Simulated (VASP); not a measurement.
# TaAl2N3 in VASP: further runs, part 2 of 2

VASP 6.6.1. The steps go on from the part before.

### 3 Single point, PBE, collinear spin

This run uses another cell than the first one, of 12.04 Å³/atom.

File INCAR:

```
ALGO     = Normal         # electronic algorithm
EDIFF    = 1E-6           # SCF threshold, eV
ENCUT    = 520            # plane-wave cutoff, eV
GGA      = PE             # functional
ISIF     = 2              # what is computed and relaxed
ISMEAR   = 0              # smearing method
ISPIN    = 2              # spin polarisation
LASPH    = T              # aspherical terms in the spheres
LCHARG   = T              # write CHGCAR
LELF     = T              # ELF
LMAXMIX  = 4              # l up to which the mixer works
LORBIT   = 11             # projections on sites
LREAL    = F              # projectors in reciprocal space
LVHAR    = T            
LWAVE    = F              # write WAVECAR
MAGMOM   = 1 1 0 0 0 0 0 0 0 0 0 0 # initial moments
NBANDS   = 48             # bands
NELM     = 150            # most SCF steps
PREC     = Accurate       # precision mode
SIGMA    = 0.1            # smearing width, eV
```

File KPOINTS:

```
k-points
0
Gamma
  4 4 4
```

File POSCAR:

```
TaAl2N3
1.0
    4.8750614827     -2.7797776644      0.0000000000
    4.8750614827      2.7797776644      0.0000000000
    0.0000000000      0.0000000000      5.3293622587
Ta Al N
2 4 6
Direct
    0.3852054960      0.6147945040      0.4643718489
    0.6147945040      0.3852054960      0.9643718489
    0.6834865490      0.9634631687      0.3402112636
    0.9634631687      0.6834865490      0.8402112636
    0.0365368313      0.3165134510      0.3402112636
    0.3165134510      0.0365368313      0.8402112636
    0.3530175280      0.0072184960      0.4815083750
    0.6469824720      0.9927815040      0.9815083750
    0.9927815040      0.6469824720      0.4815083750
    0.0072184960      0.3530175280      0.9815083750
    0.7302955680      0.2697044320      0.3961674258
    0.2697044320      0.7302955680      0.8961674258
```

Potentials or basis: VASP PAW PBE potentials, release 64 (Ta_pv, Al, N).

On the command line:

```bash
$ cat potpaw_PBE.64/Ta_pv/POTCAR potpaw_PBE.64/Al/POTCAR potpaw_PBE.64/N/POTCAR > POTCAR
$ mpirun -np 1 vasp_std > vasp.out
```

OUTCAR:

```text
EDIFF = 1E-6
   ENCUT = 520
   GGA = PE
   ISIF = 2
   ISMEAR = 0
   ISPIN = 2
   LASPH = T
   LORBIT = 11
   LREAL = F
   NELM = 150
   PREC = Accurate

 ion  position               nearest neighbor table
   1  0.385  0.615  0.464-  11 1.95   9 2.12   7 2.12  12 2.39   2 2.95   2 2.95   6 2.97   4 2.97
                             5 3.22   3 3.22   5 3.23   3 3.23   5 3.45   3 3.45
   2  0.615  0.385  0.964-  12 1.95  10 2.12   8 2.12  11 2.39   1 2.95   1 2.95   5 2.97   3 2.97
                             6 3.22   4 3.22   4 3.23   6 3.23   4 3.45   6 3.45
   3  0.683  0.963  0.340-  11 1.89   9 1.90   7 1.90   8 1.92   2 2.97   4 3.09   4 3.09   5 3.13
                             5 3.13   1 3.22   1 3.23   6 3.26   6 3.26   1 3.45
   4  0.963  0.683  0.840-  12 1.89   8 1.90  10 1.90   9 1.92   1 2.97   3 3.09   3 3.09   6 3.13
                             6 3.13   2 3.22   2 3.23   5 3.26   5 3.26   2 3.45
   5  0.037  0.317  0.340-  11 1.89   7 1.90   9 1.90  10 1.92   2 2.97   6 3.09   6 3.09   3 3.13
                             3 3.13   1 3.22   1 3.23   4 3.26   4 3.26   1 3.45
   6  0.317  0.037  0.840-  12 1.89  10 1.90   8 1.90   7 1.92   1 2.97   5 3.09   5 3.09   4 3.13
                             4 3.13   2 3.22   2 3.23   3 3.26   3 3.26   2 3.45
   7  0.353  0.007  0.482-   5 1.90   3 1.90   6 1.92   1 2.12
   8  0.647  0.993  0.982-   4 1.90   6 1.90   3 1.92   2 2.12
   9  0.993  0.647  0.482-   3 1.90   5 1.90   4 1.92   1 2.12
  10  0.007  0.353  0.982-   6 1.90   4 1.90   5 1.92   2 2.12
[... 2232 lines left out ...]
      8.02898      0.77827      1.81311         0.035590      0.025822      0.002973
      8.02898     -0.77827      4.47779         0.035590     -0.025822      0.002973
      1.72114      0.77827      1.81311        -0.035590      0.025822      0.002973
      1.72114     -0.77827      4.47779        -0.035590     -0.025822      0.002973
      1.75617     -0.96124      2.56613         0.054806      0.003733      0.000003
      7.99395      0.96124      5.23081        -0.054806     -0.003733      0.000003
      7.99395     -0.96124      2.56613        -0.054806      0.003733      0.000003
      1.75617      0.96124      5.23081         0.054806     -0.003733      0.000003
      4.87506     -1.28034      2.11132        -0.000000     -0.089031      0.004286
      4.87506      1.28034      4.77600        -0.000000      0.089031      0.004286
 -----------------------------------------------------------------------------------
    total drift:                                0.000000      0.000000      0.001246

  FREE ENERGIE OF THE ION-ELECTRON SYSTEM (eV)
  ---------------------------------------------------
  free  energy   TOTEN  =       -99.4775452872 eV

  energy  without entropy=      -99.4481035444  energy(sigma->0) =      -99.46282442

 total charge

# of ion       s       p       d       tot
------------------------------------------
    1        0.348   6.185   2.385   8.918
    2        0.348   6.185   2.385   8.918
    3        0.361   0.423   0.000   0.784
    4        0.361   0.423   0.000   0.784
    5        0.361   0.423   0.000   0.784
    6        0.361   0.423   0.000   0.784
    7        1.229   2.592   0.000   3.822
    8        1.229   2.592   0.000   3.822
    9        1.229   2.592   0.000   3.822
   10        1.229   2.592   0.000   3.822
   11        1.256   2.544   0.000   3.800
   12        1.256   2.544   0.000   3.800
--------------------------------------------------
tot          9.569  29.518   4.771  43.858

 magnetization (x)

# of ion       s       p       d       tot
------------------------------------------
    1       -0.000   0.000   0.000   0.000
    2       -0.000   0.000   0.000   0.000
    3        0.000   0.000   0.000   0.000
    4        0.000   0.000   0.000   0.000
    5        0.000   0.000   0.000   0.000
    6        0.000   0.000   0.000   0.000
    7        0.000  -0.000   0.000  -0.000
    8        0.000  -0.000   0.000  -0.000
    9        0.000  -0.000   0.000  -0.000
   10        0.000  -0.000   0.000  -0.000
   11       -0.000   0.000   0.000   0.000
   12       -0.000   0.000   0.000   0.000
--------------------------------------------------
tot          0.000   0.000   0.000   0.000
```

It took 12 min on 1 thread of Intel Xeon 8259CL, shared host; peak memory 0.44 GiB.

Results:

- Free energy: -99.4775 eV
- Pressure: 0.1 GPa
- Largest force: 0.089 eV/Å
- Band gap on the k mesh: zero (filled and empty bands overlap)
- Net moment: 0.00 μB per cell
- Valence electrons inside the program's atomic spheres: Ta 8.92; Al 0.78; N 3.82, 3.80 (each value once)

Forces on the atoms (eV/Å):
```
Ta   0.000  0.027 -0.010
Ta   0.000 -0.027 -0.010
Al   0.036  0.026  0.003
Al   0.036 -0.026  0.003
Al  -0.036  0.026  0.003
Al  -0.036 -0.026  0.003
N    0.055  0.004  0.000
N   -0.055 -0.004  0.000
N   -0.055  0.004  0.000
N    0.055 -0.004  0.000
N    0.000 -0.089  0.004
N    0.000  0.089  0.004
```

Levels at points of the mesh, in eV from the Fermi level:
Spin up:
| k point | band 29 | band 30 | band 31 | band 32 | band 33 | band 34 | band 35 | band 36 |
| --- | --- | --- | --- | --- | --- | --- | --- | --- |
| (0.00, 0.00, 0.00) | -3.87 | -3.20 | -1.70 | -1.61 | -0.57 | 0.99 | 1.06 | 1.95 |
| (0.50, 0.00, 0.00) | -3.33 | -3.25 | -1.43 | -0.51 | -0.15 | 0.82 | 1.19 | 1.75 |
| (0.50, 0.50, 0.00) | -3.56 | -3.27 | -1.44 | -0.49 | 0.01 | 0.91 | 1.47 | 2.11 |
| (0.00, 0.00, 0.50) | -4.14 | -4.14 | 0.08 | 0.08 | 0.55 | 0.55 | 1.79 | 1.79 |
| (0.50, 0.00, 0.50) | -3.35 | -3.35 | -0.09 | -0.09 | 0.51 | 0.51 | 1.49 | 1.49 |
| (0.50, 0.50, 0.50) | -3.75 | -3.75 | 0.29 | 0.29 | 0.71 | 0.71 | 1.59 | 1.59 |
Spin down:
| k point | band 29 | band 30 | band 31 | band 32 | band 33 | band 34 | band 35 | band 36 |
| --- | --- | --- | --- | --- | --- | --- | --- | --- |
| (0.00, 0.00, 0.00) | -3.87 | -3.20 | -1.70 | -1.61 | -0.57 | 0.99 | 1.06 | 1.95 |
| (0.50, 0.00, 0.00) | -3.33 | -3.25 | -1.43 | -0.51 | -0.15 | 0.82 | 1.19 | 1.75 |
| (0.50, 0.50, 0.00) | -3.56 | -3.27 | -1.44 | -0.49 | 0.01 | 0.91 | 1.47 | 2.11 |
| (0.00, 0.00, 0.50) | -4.14 | -4.14 | 0.08 | 0.08 | 0.55 | 0.55 | 1.79 | 1.79 |
| (0.50, 0.00, 0.50) | -3.35 | -3.35 | -0.09 | -0.09 | 0.51 | 0.51 | 1.49 | 1.49 |
| (0.50, 0.50, 0.50) | -3.75 | -3.75 | 0.29 | 0.29 | 0.71 | 0.71 | 1.59 | 1.59 |

Caveat: spin-orbit coupling is left out, which moves the levels of the heavy elements.
